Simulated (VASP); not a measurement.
A run of VASP 6.6.1 is set up as follows.

INCAR

```
SYSTEM = Li4SiN
PREC = Accurate
ENCUT = 600
EDIFF = 1E-6
ISMEAR = 0
SIGMA = 0.1
LREAL = .FALSE.
LASPH = .TRUE.
NELM = 100
ALGO = Normal
ISIF = 3
LWAVE = .FALSE.
LCHARG = .FALSE.
GGA = PE
IBRION = 2
NSW = 90
EDIFFG = -0.04
```

File KPOINTS:

```
Automatic mesh
0
G
  4 4 4
  0 0 0
```

Contents of POSCAR:

```
Li4SiN
1.0
    4.5844542600      0.0000000000      0.0000000000
    0.0000000000      4.5844542600      0.0000000000
    0.0000000000      0.0000000000      3.9176321100
Li Si N
4 1 1
Direct
    0.7437507600      0.7437507600      0.5692125100
    0.2562492400      0.2562492400      0.5692125100
    0.2562492400      0.7437507600      0.5692125100
    0.7437507600      0.2562492400      0.5692125100
    0.0000000000      0.0000000000      0.0304217300
    0.5000000000      0.5000000000      0.9431869300
```

Potentials or basis: VASP PAW PBE potentials, release 64 (Li_sv, Si, N).

Launch:

```sh
$ cat potpaw_PBE.64/Li_sv/POTCAR potpaw_PBE.64/Si/POTCAR potpaw_PBE.64/N/POTCAR > POTCAR
$ mpirun -np 1 vasp_std > vasp.out
```

Question: What does it give for the relaxed cell?

Answer: a = 5.623 Å, b = 5.623 Å, c = 2.499 Å, α = 90.00°, β = 90.00°, γ = 90.00°.

Question: Predict the relaxed volume.

Answer: 13.17 Å³/atom.

Step by step:
| step | energy change (eV) | largest force (eV/Å) | pressure (GPa) | volume (Å³) |
| --- | --- | --- | --- | --- |
| 1 | 0.0000 | 1.0588 | 1.17 | 82.34 |
| 2 | -0.5467 | 0.6218 | 0.75 | 83.41 |
| 3 | -1.6594 | 0.5176 | 0.70 | 84.99 |
| 4 | -3.8362 | 1.8077 | 1.13 | 79.48 |
| 5 | -3.4596 | 0.8905 | -2.11 | 84.13 |
| 6 | -4.2285 | 1.4505 | -1.74 | 82.21 |
| 7 | -4.2575 | 1.5297 | -1.43 | 81.79 |
| 8 | -4.5292 | 1.0888 | 0.75 | 79.22 |
| 9 | -4.5341 | 1.1883 | 0.38 | 79.48 |
| 10 | -4.7276 | 0.3657 | 1.44 | 78.82 |
| 11 | -4.7341 | 0.3370 | 1.16 | 78.92 |
| 12 | -4.7786 | 0.3396 | -0.65 | 80.40 |
| 13 | -4.7788 | 0.3396 | -0.76 | 80.50 |
| 14 | -4.7917 | 0.3150 | -0.33 | 79.74 |
| 15 | -4.8076 | 0.2256 | 0.88 | 77.75 |
| 16 | -4.8175 | 0.1541 | 0.54 | 78.08 |
| 17 | -4.8220 | 0.1115 | 0.14 | 78.49 |
| 18 | -4.8254 | 0.0552 | 0.00 | 78.80 |
| 19 | -4.8261 | 0.0141 | -0.10 | 79.01 |

Caveat: the k points lie up to 0.63 Å⁻¹ apart in the final cell; the cutoff is under 1.25 times the usual one of these potentials, so pressure, stress and relaxed cells hold a basis-set (Pulay) error.
